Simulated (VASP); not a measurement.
# LiF (I4/mmm) in VASP: notebook

Runs on LiF. Level: r2SCAN. Tasks: single point.

Program: VASP 6.6.1. These are calculated values, not measurements. Logs are shortened: lines on timing, memory, paths and dates and some standing lists are left out, and cuts for length are marked.

**1. The cell of the first run**

It takes space group I4/mmm (No. 139, tetragonal). The conventional cell has a = 2.848 Å, b = 2.848 Å, c = 3.877 Å, α = 90.00°, β = 90.00°, γ = 90.00°. Within 2.6 Å of Li (site symmetry 4/mmm) lie 6 F at 1.94 to 2.01 Å. F (site symmetry 4/mmm) has 6 Li at 1.94 to 2.01 Å within 2.6 Å.

**2. Single point, r2SCAN (strain -0.0375 x Voigt [1, 0, 0, 0, 0, 0])**

POSCAR reads:

```
LiF
1.0
    0.0000000000      2.0140000000      2.0140000000
    1.9384750000      0.0000000000      2.0140000000
    1.9384750000      2.0140000000      0.0000000000
Li F
1 1
Direct
    0.0000000000      0.0000000000      0.0000000000
    0.5000000000      0.5000000000      0.5000000000
```

INCAR.step1 reads:

```
SYSTEM = LiF
ALGO = Normal
EDIFF = 1E-4
ENCUT = 520
GGA = PE
ISMEAR = 0
LASPH = .TRUE.
LCHARG = .FALSE.
LREAL = .FALSE.
LWAVE = .TRUE.
NBANDS = 12
NELM = 100
PREC = Accurate
SIGMA = 0.05
```

INCAR.step2 reads:

```
SYSTEM = LiF
ALGO = Normal
EDIFF = 1E-6
ENCUT = 520
ISIF = 2
ISMEAR = 0
ISTART = 1
LASPH = .TRUE.
LCHARG = .TRUE.
LELF = .TRUE.
LMIXTAU = .TRUE.
LREAL = .FALSE.
LVHAR = .TRUE.
LWAVE = .FALSE.
METAGGA = R2SCAN
NBANDS = 12
NELM = 100
PREC = Accurate
SIGMA = 0.05
```

KPOINTS reads:

```
k-points
0
G
  10 10 10
  0 0 0
```

Potentials or basis: VASP PAW PBE potentials, release 64 (Li_sv, F).

Started as:

```bash
> cat potpaw_PBE.64/Li_sv/POTCAR potpaw_PBE.64/F/POTCAR > POTCAR
> cp INCAR.step1 INCAR
> mpirun -np 1 vasp_std > vasp.out
> cp INCAR.step2 INCAR
> mpirun -np 1 vasp_std > vasp.out
```

OUTCAR:

```text
SYSTEM = LiF
   EDIFF = 1E-6
   ENCUT = 520
   ISIF = 2
   ISMEAR = 0
   ISTART = 1
   LASPH = .TRUE.
   LREAL = .FALSE.
   METAGGA = R2SCAN
   NELM = 100
   PREC = Accurate

 ion  position               nearest neighbor table
   1  0.000  0.000  0.000-   2 1.94   2 1.94   2 2.01   2 2.01   2 2.01   2 2.01
   2  0.500  0.500  0.500-   1 1.94   1 1.94   1 2.01   1 2.01   1 2.01   1 2.01

  LATTYP: Found a body centered tetragonal cell.
 ALAT       =     2.8482261146
 C/A-ratio  =     1.3611805538

  Lattice vectors:

 A1 = (  -1.9384750000,   0.0000000000,  -2.0140000000)
 A2 = (  -1.9384750000,   0.0000000000,   2.0140000000)
 A3 = (   1.9384750000,   2.0140000000,   0.0000000000)

Analysis of symmetry for initial positions (statically):
=====================================================================
 Subroutine PRICEL returns:
 Original cell was already a primitive cell.

 Routine SETGRP: Setting up the symmetry group for a
 body centered tetragonal supercell.

 Subroutine GETGRP returns: Found 16 space group operations
 (whereof 16 operations were pure point group operations)
 out of a pool of 16 trial point group operations.

The static configuration has the point symmetry D_4h.

Analysis of symmetry for dynamics (positions and initial velocities):
=====================================================================
 Subroutine PRICEL returns:
 Original cell was already a primitive cell.

 Routine SETGRP: Setting up the symmetry group for a
 body centered tetragonal supercell.

 Subroutine GETGRP returns: Found 16 space group operations
 (whereof 16 operations were pure point group operations)
 out of a pool of 16 trial point group operations.

The dynamic configuration has the point symmetry D_4h.

 Subroutine INISYM returns: Found 16 space group operations
 (whereof 16 operations are pure point group operations),
 and found     1 'primitive' translations

----------------------------------------------------------------------------------------

                                     Primitive cell

  volume of cell :      15.7257

  direct lattice vectors                    reciprocal lattice vectors
     0.000000000  2.014000000  2.014000000    -0.257934717  0.248262165  0.248262165
     1.938475000  0.000000000  2.014000000     0.257934717 -0.248262165  0.248262165
     1.938475000  2.014000000  0.000000000     0.257934717  0.248262165 -0.248262165

  length of vectors
     2.848226115  2.795332060  2.795332060     0.435658723  0.435658723  0.435658723

  position of ions in fractional coordinates (direct lattice)
     0.000000000  0.000000000  0.000000000
     0.500000000  0.500000000  0.500000000

  ion indices of the primitive-cell ions
   primitive index   ion index
                 1           1
                 2           2

----------------------------------------------------------------------------------------

 KPOINTS: k-points

Automatic generation of k-mesh.
 Grid dimensions read from file:
 generate k-points for:   10   10   10

 Generating k-lattice:

  Cartesian coordinates                     Fractional coordinates (reciprocal lattice)
    -0.025793472  0.024826216  0.024826216     0.100000000 -0.000000000 -0.000000000
     0.025793472 -0.024826216  0.024826216     0.000000000  0.100000000  0.000000000
     0.025793472  0.024826216 -0.024826216     0.000000000  0.000000000  0.100000000

  Length of vectors
     0.043565872  0.043565872  0.043565872

  Shift w.r.t. Gamma in fractional coordinates (k-lattice)
     0.000000000  0.000000000  0.000000000

 Subroutine IBZKPT returns following result:
 ===========================================

 Found    102 irreducible k-points:

 Following reciprocal coordinates:
            Coordinates               Weight
  0.000000  0.000000  0.000000      1.000000
  0.100000 -0.000000 -0.000000      8.000000
  0.200000 -0.000000 -0.000000      8.000000
  0.300000  0.000000  0.000000      8.000000
  0.400000 -0.000000 -0.000000      8.000000
  0.500000  0.000000  0.000000      4.000000
[... 16 lines left out ...]
  0.300000  0.300000  0.000000      4.000000
  0.400000  0.300000 -0.000000     16.000000
 [... further k-points ...]
   k-points           NKPTS =    102   k-points in BZ     NKDIM =    102   number of bands    NBANDS=     12
   number of dos      NEDOS =    301   number of ions     NIONS =      2
   total plane-waves  NPLWV =  13824
   dimension x,y,z NGX =    24 NGY =   24 NGZ =   24
   dimension x,y,z NGXF=    48 NGYF=   48 NGZF=   48
   ions per type =               1   1
   NGX,Y,Z   is equivalent  to a cutoff of  14.01, 14.27, 14.27 a.u.
   NGXF,Y,Z  is equivalent  to a cutoff of  28.02, 28.55, 28.55 a.u.
 SYSTEM =  LiF
   PREC   = accura    normal or accurate (medium, high low for compatibility)
   ISTART =      1    job   : 0-new  1-cont  2-samecut
   ICHARG =      0    charge: 1-file 2-atom 10-const
   ISPIN  =      1    spin polarized calculation?
[... 65 lines left out ...]
      3      -1.4770      2.00000
      4      -1.3743      2.00000
      5      -1.3743      2.00000
      6       9.2333      0.00000
      7      24.3771      0.00000
      8      24.3772      0.00000
      9      24.6928      0.00000
     10      24.8897      0.00000
     11      24.8903      0.00000
     12      25.9578      0.00000

 k-point     2 :       0.1000   -0.0000   -0.0000
  band No.  band energies     occupation
      1     -43.3895      2.00000
      2     -22.5681      2.00000
      3      -1.7079      2.00000
      4      -1.4521      2.00000
      5      -1.4074      2.00000
      6       9.5130      0.00000
      7      21.6085      0.00000
      8      23.1255      0.00000
      9      23.7532      0.00000
     10      25.7814      0.00000
     11      25.9287      0.00000
     12      26.5437      0.00000

 k-point     3 :       0.2000   -0.0000   -0.0000
  band No.  band energies     occupation
      1     -43.3726      2.00000
      2     -22.4633      2.00000
      3      -2.4062      2.00000
      4      -1.5055      2.00000
      5      -1.4922      2.00000
      6      10.1280      0.00000
      7      19.0524      0.00000
      8      21.4952      0.00000
      9      22.2858      0.00000
     10      27.0604      0.00000
     11      27.0993      0.00000
     12      27.5931      0.00000

 k-point     4 :       0.3000    0.0000    0.0000
  band No.  band energies     occupation
      1     -43.3516      2.00000
      2     -22.3281      2.00000
      3      -3.1960      2.00000
      4      -1.5938      2.00000
      5      -1.5618      2.00000
      6      10.5962      0.00000
      7      17.6279      0.00000
      8      20.1424      0.00000
      9      20.9551      0.00000
     10      28.6330      0.00000
     11      28.8380      0.00000
     12      29.2253      0.00000

 k-point     5 :       0.4000   -0.0000   -0.0000
  band No.  band energies     occupation
      1     -43.3347      2.00000
      2     -22.2144      2.00000
      3      -3.7897      2.00000
      4      -1.6736      2.00000
      5      -1.6050      2.00000
      6      10.6818      0.00000
      7      17.2197      0.00000
      8      19.2772      0.00000
      9      20.0752      0.00000
     10      30.3499      0.00000
     11      30.6337      0.00000
     12      31.1647      0.00000
[... 228 lines left out ...]
      1     -43.3294      2.00000
      2     -22.1464      2.00000
      3      -3.4825      2.00000
      4      -2.6130      2.00000
      5      -1.6550      2.00000
      6      11.9866      0.00000
      7      15.8461      0.00000
      8      19.9566      0.00000
      9      20.3486      0.00000
     10      29.2500      0.00000
     11      29.8328      0.00000
     12      30.7699      0.00000

 k-point    22 :      -0.2000    0.2000    0.0000
  band No.  band energies     occupation
      1     -43.3445      2.00000
      2     -22.2682      2.00000
      3      -3.0725      2.00000
      4      -2.2945      2.00000
      5      -1.5216      2.00000
      6      11.3719      0.00000
      7      16.5824      0.00000
      8      20.3416      0.00000
      9      20.9409      0.00000
     10      27.4647      0.00000
     11      28.7999      0.00000
     12      30.7965      0.00000

 k-point    23 :       0.3000    0.3000    0.0000
  band No.  band energies     occupation
      1     -43.3418      2.00000
      2     -22.1833      2.00000
      3      -3.4033      2.00000
      4      -2.1978      2.00000
      5      -1.9926      2.00000
      6      12.3271      0.00000
      7      17.9179      0.00000
      8      19.6327      0.00000
      9      21.0089      0.00000
     10      21.6630      0.00000
     11      35.1852      0.00000
     12      35.8950      0.00000

 k-point    24 :       0.4000    0.3000   -0.0000
  band No.  band energies     occupation
      1     -43.3295      2.00000
      2     -22.0717      2.00000
      3      -3.8460      2.00000
      4      -2.3703      2.00000
      5      -2.1368      2.00000
      6      13.1280      0.00000
      7      16.8613      0.00000
      8      19.1541      0.00000
      9      21.0422      0.00000
     10      22.1534      0.00000
     11      34.8897      0.00000
     12      35.8909      0.00000

 [... further k-points ...]
[... 5 lines left out ...]
  --------------------------------------------------------------------------------------
  -------------------------------------------------------------------------------------
  Total        0.3010463     -0.1143251     -0.1143251      0.0000000      0.0000000      0.0000000
  in kB       30.6714826    -11.6477805    -11.6477805      0.0000000      0.0000000      0.0000000
  external PRESSURE =       2.4586405 kB  Pullay stress =       0.0000000 kB

 VOLUME and BASIS-vectors are now :
 -----------------------------------------------------------------------------
  energy-cutoff  :      520.00
  volume of cell :       15.73
      direct lattice vectors                 reciprocal lattice vectors
     0.000000000  2.014000000  2.014000000    -0.257934717  0.248262165  0.248262165
     1.938475000  0.000000000  2.014000000     0.257934717 -0.248262165  0.248262165
     1.938475000  2.014000000  0.000000000     0.257934717  0.248262165 -0.248262165

 POSITION                                       TOTAL-FORCE (eV/Angst)
 -----------------------------------------------------------------------------------
      0.00000      0.00000      0.00000        -0.000000      0.000000     -0.000000
      1.93847      2.01400      2.01400         0.000000     -0.000000      0.000000
 -----------------------------------------------------------------------------------
    total drift:                               -0.000000     -0.000000      0.000000

  FREE ENERGIE OF THE ION-ELECTRON SYSTEM (eV)
  ---------------------------------------------------
  free  energy   TOTEN  =       -11.8977036275 eV

  energy  without entropy=      -11.8977036275  energy(sigma->0) =      -11.89770363
```

Wall time 3.5 min (1 thread of AMD EPYC 7R13, shared host); peak memory 0.11 GiB.

Results:

```yaml
Free_energy: -11.8977 eV
Band_gap_on_the_k_mesh: 10.61 eV, direct
```

Caveat: the cell differs from its parent crystal (strain -0.0375 x Voigt [1, 0, 0, 0, 0, 0]); the cutoff is under 1.25 times the usual one of these potentials, so pressure, stress and relaxed cells hold a basis-set (Pulay) error; the PAW data sets were made with another functional, which shifts forces and pressure a little. A k mesh can miss the band edges.

**3. Single point, r2SCAN (strain +0.0375 x Voigt [1, 0, 0, 0, 0, 0])**

POSCAR reads:

```
LiF
1.0
    0.0000000000      2.0140000000      2.0140000000
    2.0895250000      0.0000000000      2.0140000000
    2.0895250000      2.0140000000      0.0000000000
Li F
1 1
Direct
    0.0000000000      0.0000000000      0.0000000000
    0.5000000000      0.5000000000      0.5000000000
```

INCAR.step1 reads:

```
ALGO     = Normal         # electronic algorithm
EDIFF    = 1E-4           # SCF threshold, eV
ENCUT    = 520            # plane-wave cutoff, eV
GGA      = PE             # functional
ISMEAR   = 0              # smearing method
LASPH    = T              # aspherical terms in the spheres
LCHARG   = F              # write CHGCAR
LREAL    = F              # projectors in reciprocal space
LWAVE    = T              # write WAVECAR
NBANDS   = 12             # bands
NELM     = 80             # most SCF steps
PREC     = Accurate       # precision mode
SIGMA    = 0.05           # smearing width, eV
```

INCAR.step2 reads:

```
ALGO     = Normal         # electronic algorithm
EDIFF    = 1E-6           # SCF threshold, eV
ENCUT    = 520            # plane-wave cutoff, eV
ISIF     = 2              # what is computed and relaxed
ISMEAR   = 0              # smearing method
ISTART   = 1            
LASPH    = T              # aspherical terms in the spheres
LCHARG   = F              # write CHGCAR
LMIXTAU  = T            
LREAL    = F              # projectors in reciprocal space
LWAVE    = F              # write WAVECAR
METAGGA  = R2SCAN         # meta-GGA
NBANDS   = 12             # bands
NELM     = 80             # most SCF steps
PREC     = Accurate       # precision mode
SIGMA    = 0.05           # smearing width, eV
```

KPOINTS reads:

```
k-points
0
Gamma
  10 10 10
```

Potentials or basis: VASP PAW PBE potentials, release 64 (Li_sv, F).

Started as:

```bash
> cat potpaw_PBE.64/Li_sv/POTCAR potpaw_PBE.64/F/POTCAR > POTCAR
> cp INCAR.step1 INCAR
> mpirun -np 1 vasp_std > vasp.out
> cp INCAR.step2 INCAR
> mpirun -np 1 vasp_std > vasp.out
```

It took 3.9 min on 1 thread of AMD EPYC 7R13, shared host; peak memory 0.12 GiB.

It converged, with:

```
Free energy            : -11.8825 eV
Band gap on the k mesh : 9.86 eV, direct
```

Levels at points of the mesh, in eV from the valence-band top:
```tsv
k point	band 3	band 4	band 5	band 6	band 7	band 8
(0.00, 0.00, 0.00)	-0.07	-0.07	0.00	9.86	24.88	24.89
(0.50, 0.00, 0.00)	-2.43	-0.31	-0.24	11.58	17.62	19.75
(0.50, 0.50, 0.00)	-2.89	-1.15	-0.92	15.88	17.06	18.60
(0.00, 0.50, 0.50)	-2.91	-0.93	-0.93	15.19	17.55	18.56
```

Caveat: the cell differs from its parent crystal (strain +0.0375 x Voigt [1, 0, 0, 0, 0, 0]); the cutoff is under 1.25 times the usual one of these potentials, so pressure, stress and relaxed cells hold a basis-set (Pulay) error; the PAW data sets were made with another functional, which shifts forces and pressure a little. A k mesh can miss the band edges.

**4. Single point, r2SCAN (strain +0.0750 x Voigt [1, 0, 0, 0, 0, 0])**

POSCAR reads:

```
LiF
1.0
    0.0000000000      2.0140000000      2.0140000000
    2.1650500000      0.0000000000      2.0140000000
    2.1650500000      2.0140000000      0.0000000000
Li F
1 1
Direct
    0.0000000000      0.0000000000      0.0000000000
    0.5000000000      0.5000000000      0.5000000000
```

INCAR.step1 reads:

```
PREC     = Accurate       # precision mode
ENCUT    = 520            # plane-wave cutoff, eV
ISMEAR   = 0              # smearing method
SIGMA    = 0.05           # smearing width, eV
LREAL    = F              # projectors in reciprocal space
LASPH    = T              # aspherical terms in the spheres
NELM     = 60             # most SCF steps
NBANDS   = 12             # bands
GGA      = PE             # functional
ALGO     = Normal         # electronic algorithm
EDIFF    = 1E-4           # SCF threshold, eV
LWAVE    = T              # write WAVECAR
LCHARG   = F              # write CHGCAR
```

INCAR.step2 reads:

```
PREC     = Accurate       # precision mode
ENCUT    = 520            # plane-wave cutoff, eV
EDIFF    = 1E-7           # SCF threshold, eV
ISMEAR   = 0              # smearing method
SIGMA    = 0.05           # smearing width, eV
LREAL    = F              # projectors in reciprocal space
LASPH    = T              # aspherical terms in the spheres
NELM     = 60             # most SCF steps
ALGO     = Normal         # electronic algorithm
ISIF     = 2              # what is computed and relaxed
LWAVE    = F              # write WAVECAR
LCHARG   = T              # write CHGCAR
METAGGA  = R2SCAN         # meta-GGA
LMIXTAU  = T            
LELF     = T              # ELF
LVHAR    = T            
NBANDS   = 12             # bands
ISTART   = 1
```

KPOINTS reads:

```
regular mesh
0
Gamma
  10 10 10
```

Started as:

```bash
> cat potpaw_PBE.64/Li_sv/POTCAR potpaw_PBE.64/F/POTCAR > POTCAR
> cp INCAR.step1 INCAR
> mpirun -np 1 vasp_std > vasp.out
> cp INCAR.step2 INCAR
> mpirun -np 1 vasp_std > vasp.out
```

Wall time 4.3 min (1 thread of AMD EPYC 7R13, shared host); peak memory 0.12 GiB.

Results (log left out):

- Free energy: -11.8549 eV
- Band gap on the k mesh: 9.50 eV, direct

Levels at points of the mesh, in eV from the valence-band top:
```
           k point  band 2  band 3  band 4  band 5  band 6  band 7  band 8  band 9
(0.00, 0.00, 0.00)  -20.99   -0.12   -0.12    0.00    9.50   23.88   24.38   24.94
(0.50, 0.00, 0.00)  -20.63   -2.35   -0.36   -0.22   11.36   17.15   19.17   20.44
(0.50, 0.50, 0.00)  -20.38   -2.77   -1.26   -0.84   15.74   16.74   18.17   20.12
(0.00, 0.50, 0.50)  -20.47   -2.80   -0.85   -0.85   14.45   17.68   18.09   21.69
```

Caveat: the cell differs from its parent crystal (strain +0.0750 x Voigt [1, 0, 0, 0, 0, 0]); the cutoff is under 1.25 times the usual one of these potentials, so pressure, stress and relaxed cells hold a basis-set (Pulay) error; the PAW data sets were made with another functional, which shifts forces and pressure a little.

**5. Summary**

```csv
cell,gap on the mesh (eV)
"a = 2.848, b = 2.795, c = 2.795 Å, angles 61.3, 59.4, 59.4°, 2 atoms",10.61
"a = 2.848, b = 2.902, c = 2.902 Å, angles 58.8, 60.6, 60.6°, 2 atoms",9.86
"a = 2.848, b = 2.957, c = 2.957 Å, angles 57.6, 61.2, 61.2°, 2 atoms",9.50
```

Alike in all rows: task single point; level r2SCAN; potentials or basis VASP PAW PBE potentials, release 64 (Li_sv, F); no spin polarisation; k mesh 10 × 10 × 10; cutoff (eV) 520; smearing gaussian 0.05 eV.

Caveats: the cutoff is under 1.25 times the usual one of these potentials, so pressure, stress and relaxed cells hold a basis-set (Pulay) error; the PAW data sets were made with another functional, which shifts forces and pressure a little.

Absolute energies hang on the potentials; compare differences alone.
